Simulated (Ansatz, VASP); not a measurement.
TiSi2 in VASP and in Ansatz

```xyz
6
Lattice="1.7737 -6.7800 0.0000 1.7737 6.7800 0.0000 0.0000 0.0000 3.5792" Properties=species:S:1:pos:R:3 pbc="T T T"
Ti    1.7737   -5.3813    2.6844
Ti    1.7737    5.3813    0.8948
Si    1.7737   -0.8021    2.6844
Si    1.7737    0.8021    0.8948
Si    1.7737    3.3917    2.6844
Si    1.7737   -3.3917    0.8948
```

Alike in both runs: functional PBE; k mesh 10 × 10 × 10; occupations gaussian, width 0.1 eV; no spin polarisation.

Ansatz relaxed the structure, and its values are those at the end. VASP's run is a single point on that final structure, the one shown.

|  | VASP | Ansatz |
| --- | --- | --- |
| version | VASP 6.6.1 | Ansatz 0.2.0 |
| potentials or method | VASP PAW PBE potentials, release 64 (Ti_sv, Si), cutoff 520 eV | scalar-relativistic, plane waves, PAW |
| valence electrons in the cell | 40 | 40 |

Ansatz gave:

```
gap on the k mesh at the Fermi level (eV) : none
pressure (GPa)                            : 0.0
rms of the force components (eV/Å)        : 0.003
```

Estimate VASP's values.

gap on the k mesh at the Fermi level (eV): none; pressure (GPa): 0.0; rms of the force components (eV/Å): 0.005.

A gap of «none» marks a metal or a gap that the smearing closes. The functional is the same, so the differences come from potentials, cutoffs and numerics.
